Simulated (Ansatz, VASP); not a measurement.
# InGa2P3: VASP beside Ansatz

```
CELL_PARAMETERS angstrom
3.99752 0.00000 0.00000
-1.99876 3.46195 0.00000
0.00000 0.00000 9.83968
ATOMIC_POSITIONS crystal
In 0.33333 0.66667 0.66506
Ga 0.00000 0.00000 0.00650
Ga 0.66667 0.33333 0.32617
P 0.00000 0.00000 0.76516
P 0.33333 0.66667 0.40361
P 0.66667 0.33333 0.08350
```

Alike in both runs: functional PBE; k mesh 12 × 12 × 4; occupations gaussian, width 0.02 eV; no spin polarisation.

Ansatz relaxed the structure, and its values are those at the end. VASP's run is a single point on that final structure, the one shown.

|  | VASP | Ansatz |
| --- | --- | --- |
| version | VASP 6.6.1 | Ansatz 0.2.0 |
| potentials or method | VASP PAW PBE potentials, release 64 (In_d, Ga_d, P), cutoff 520 eV | scalar-relativistic, plane waves, PAW |
| valence electrons in the cell | 54 | 54 |

```csv
,VASP,Ansatz,Ansatz less VASP
gap on the k mesh at the Fermi level (eV),0.77,0.78,+0.007
least direct gap on the mesh (eV),0.77,0.78,+0.007
pressure (GPa),0.0,0.0,+0.02
```
